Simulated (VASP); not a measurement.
Here is a VASP 6.6.1 calculation.

INCAR

```
  ALGO = Normal
  EDIFF = 1E-6
  ENCUT = 690
  GGA = PE
  GGA_COMPAT = False
  ISIF = 2
  ISMEAR = -1
  LASPH = True
  LCHARG = True
  LELF = True
  LREAL = False
  LVHAR = True
  LWAVE = False
  NBANDS = 18
  NELM = 120
  PREC = Accurate
  SIGMA = 0.1
```

The input KPOINTS:

```
k-points
0
Gamma
  17 17 15
```

The input POSCAR:

```
SiNi
1.0
    2.2826205730      0.0000000000      0.0000000000
   -1.1413102865      1.9768074034      0.0000000000
    0.0000000000      0.0000000000      3.3771006640
Ni Si
1 1
Direct
    0.0000000000      0.0000000000      0.0000000000
    0.3333333333      0.6666666667      0.5000000000
```

Potentials or basis: VASP PAW PBE potentials, release 64 (Ni_sv_GW, Si).

The run is started by

```bash
$ cat potpaw_PBE.64/Ni_sv_GW/POTCAR potpaw_PBE.64/Si/POTCAR > POTCAR
$ mpirun -np 1 vasp_std > vasp.out
```

**Question.** What does it give for the pressure?

**Answer.** 189.2 GPa.

**Question.** Predict the band gap on the k mesh.

**Answer.** Zero (bands 11 and 12 overlap by 1.25 eV).

Stress tensor (GPa, compression positive):
```
188.99   0.00   0.00
  0.00 188.99   0.00
  0.00   0.00 189.50
```

Caveat: the cell stands under pressure. Spin polarisation is off, so any magnetic state and its effect on volume and gap are missing.
